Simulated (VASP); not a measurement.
Wanted: the native input for a VASP 6.6.1 run.

```
Task                   : single point
Functional             : PBE
Potentials or basis    : VASP PAW PBE potentials, release 64 (Hg, Te)
Cutoff                 : 520 eV
k mesh                 : 14 × 14 × 14
Occupations            : gaussian, width 0.15 eV
Spin                   : no spin polarisation
Dipole correction      : no
Further INCAR settings : ALGO = Normal; EDIFF = 1e-06; NBANDS = 16
```

The structure of HgTe lies in POSCAR:

```
HgTe
1.0
    0.0201468750      3.2235000000      3.2235000000
    3.2235000000      0.0201468750      3.2235000000
    3.2436468750      3.2436468750      0.0000000000
Hg Te
1 1
Direct
    0.0000000000      0.0000000000      0.0000000000
    0.7500000000      0.7500000000      0.7500000000
```

This cell differs from its parent crystal: strain +0.0125 x Voigt [0, 0, 0, 0, 0, 1].

These files were run (other wordings do the same):

INCAR

```
PREC = Accurate
ENCUT = 520
EDIFF = 1E-6
ISMEAR = 0
SIGMA = 0.15
LREAL = False
LASPH = True
NELM = 100
ALGO = Normal
ISIF = 2
LWAVE = False
LCHARG = True
GGA = PE
LELF = True
LVHAR = True
NBANDS = 16
```

KPOINTS

```
Automatic mesh
0
Gamma
  14 14 14
```

Potentials or basis: VASP PAW PBE potentials, release 64 (Hg, Te).

The run is started by

```sh
$ cat potpaw_PBE.64/Hg/POTCAR potpaw_PBE.64/Te/POTCAR > POTCAR
$ mpirun -np 1 vasp_std > vasp.out
```

Results of the run:

| Quantity | Value |
| --- | --- |
| Pressure | 4.1 GPa |
| Largest force | 0.085 eV/Å |

Caveat: the cell differs from its parent crystal (strain +0.0125 x Voigt [0, 0, 0, 0, 0, 1]); the cell stands under pressure.

It took 2.3 min on 1 thread of Intel(R) Xeon(R) 6975P-C (Granite Rapids), on a shared host, peak memory 0.58 GiB.
